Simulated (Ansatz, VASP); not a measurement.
# H9O4F in VASP and in Ansatz

```
O H F
1.0
     5.53313    0.00000    0.00000
     0.00000    5.53313    0.00000
     0.00000    0.00000    5.53313
O H F
4 9 1
Direct
  0.39687 0.38841 0.60383
  0.93805 0.02938 0.17346
  0.52671 0.03056 0.91208
  0.74022 0.75331 0.55603
  0.52068 0.51582 0.57441
  0.46903 0.26841 0.71621
  0.89425 0.94190 0.32407
  0.98425 0.19087 0.22257
  0.66753 0.03723 0.02429
  0.38425 0.98606 0.00520
  0.65458 0.85689 0.67398
  0.86393 0.67177 0.65761
  0.19893 0.46687 0.73541
  0.04712 0.51254 0.83512
```

Alike in both runs: functional PBE; k mesh 1 × 1 × 1; occupations fermi-dirac, width 0.02 eV; no spin polarisation.

Ansatz relaxed the structure, and its values are those at the end. VASP's run is a single point on that final structure, the one shown.

|  | VASP | Ansatz |
| --- | --- | --- |
| version | VASP 6.6.1 | Ansatz 0.2.0 |
| potentials or method | VASP PAW PBE potentials, release 64 (O, H, F), cutoff 520 eV | scalar-relativistic, plane waves, PAW |
| valence electrons in the cell | 40 | 40 |

```tsv
	VASP	Ansatz	Ansatz less VASP
rms of the force components (eV/Å)	0.108	0.075	-0.0335
```

With one functional, cell and mesh, what is left measures potentials, basis and numerics.
